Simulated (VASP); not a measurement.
A run of VASP 6.6.1 is set up as follows.

File INCAR:

```
  ALGO = Normal
  EDIFF = 1E-6
  ENCUT = 500
  GGA = PS
  GGA_COMPAT = F
  ISIF = 2
  ISMEAR = 0
  LASPH = T
  LCHARG = T
  LELF = T
  LREAL = F
  LVHAR = T
  LWAVE = F
  NBANDS = 12
  NELM = 120
  PREC = Accurate
  SIGMA = 0.1
```

File KPOINTS:

```
k-points
0
Gamma
  6 6 6
```

File POSCAR:

```
Nb
1.0
    2.7079840849      0.0000000000      0.0000000000
    0.0000000000      2.7079840849      0.0000000000
    0.0000000000      0.0000000000      2.7079840849
Nb
1
Direct
    0.0000000000      0.0000000000      0.0000000000
```

Potentials or basis: VASP PAW PBE potentials, release 64 (Nb_sv).

Run with:

```sh
$ cat potpaw_PBE.64/Nb_sv/POTCAR > POTCAR
$ mpirun -np 1 vasp_std > vasp.out
```

Q: Predict the pressure.

A: -0.6 GPa.

Caveat: the k points lie up to 0.39 Å⁻¹ apart; the PAW data sets were made with another functional, which shifts forces and pressure a little.
